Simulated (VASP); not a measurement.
Sn, 2 atoms in the cell. Symmetry: Fd-3m, No. 227, cubic system. Conventional cell: a = 6.467 Å, b = 6.467 Å, c = 6.467 Å, α = 90.00°, β = 90.00°, γ = 90.00°. Sn (site symmetry -43m) has 4 Sn at 2.80 Å within 3.7 Å. 

* Program: VASP 6.6.1
* Task: vibrations by perturbation theory
* Functional: PBEsol
* Potentials or basis: VASP PAW PBE potentials, release 64 (Sn_d)
* Cutoff: 520 eV
* k mesh: 6 × 6 × 6
* Occupations: fermi-dirac, width 0.05 eV
* Spin: no spin polarisation
* Dipole correction: no
* Further INCAR settings: ALGO = Normal; EDIFF = 1e-08; IBRION = 8; NSW = 1

Potentials or basis: VASP PAW PBE potentials, release 64 (Sn_d).

The run is started by

```sh
$ cat potpaw_PBE.64/Sn_d/POTCAR > POTCAR
$ mpirun -np 1 vasp_std > vasp.out
```

Hardware: 1 thread of AMD EPYC 7R13, with other jobs on the host.

Question: Estimate the wall time of this run.

Answer: Wall time 4.4 min on 1 thread of AMD EPYC 7R13 (shared host), peak memory 0.27 GiB. Counts: scf iterations 29, k points 16.
